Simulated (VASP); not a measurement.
Write the native input for VASP 6.6.1 that does the following.

* Task: single point
* Functional: LDA
* Potentials or basis: VASP PAW LDA potentials, release 64 (Si)
* Cutoff: 520 eV
* k mesh: 9 × 9 × 6
* Occupations: gaussian, width 0.01 eV
* Spin: no spin polarisation
* Dipole correction: no
* Further INCAR settings: ALGO = Normal; EDIFF = 1e-06; NBANDS = 16

The structure of Si lies in POSCAR:

```
Si
1.0
    3.8211964665      0.0000000000      0.0000000000
   -1.9105982332      3.3092532128      0.0000000000
    0.0000000000      0.0000000000      6.2775371897
Si
4
Direct
    0.3333333333      0.6666666667     -0.0004288528
    0.6666666667      0.3333333333      0.4995711472
    0.3333333333      0.6666666667      0.3744288528
    0.6666666667      0.3333333333      0.8744288528
```

This isn't the form of Si at room conditions, which is diamond.

One way to write it, as run:

INCAR

```
SYSTEM = Si
  ALGO = Normal
  EDIFF = 1E-6
  ENCUT = 520
  GGA = CA
  ISIF = 2
  ISMEAR = 0
  LASPH = .True.
  LCHARG = .False.
  LREAL = .False.
  LWAVE = .False.
  NBANDS = 16
  NELM = 100
  PREC = Accurate
  SIGMA = 0.01
```

KPOINTS

```
k-points
0
Gamma
  9 9 6
  0 0 0
```

Potentials or basis: VASP PAW LDA potentials, release 64 (Si).

Launch:

```sh
$ cat potpaw_LDA.64/Si/POTCAR > POTCAR
$ mpirun -np 1 vasp_std > vasp.out
```

Results of the run:

```json
{
 "Pressure": "-0.7 GPa",
 "Band gap on the k mesh": "0.30 eV (least direct gap 0.91 eV)"
}
```

Caveat: semilocal functionals underestimate gaps, and a narrow one can read as zero.

Run time: 22 s on 1 thread of Intel(R) Xeon(R) Platinum 8559C (Emerald Rapids) (shared host), peak memory 0.17 GiB.
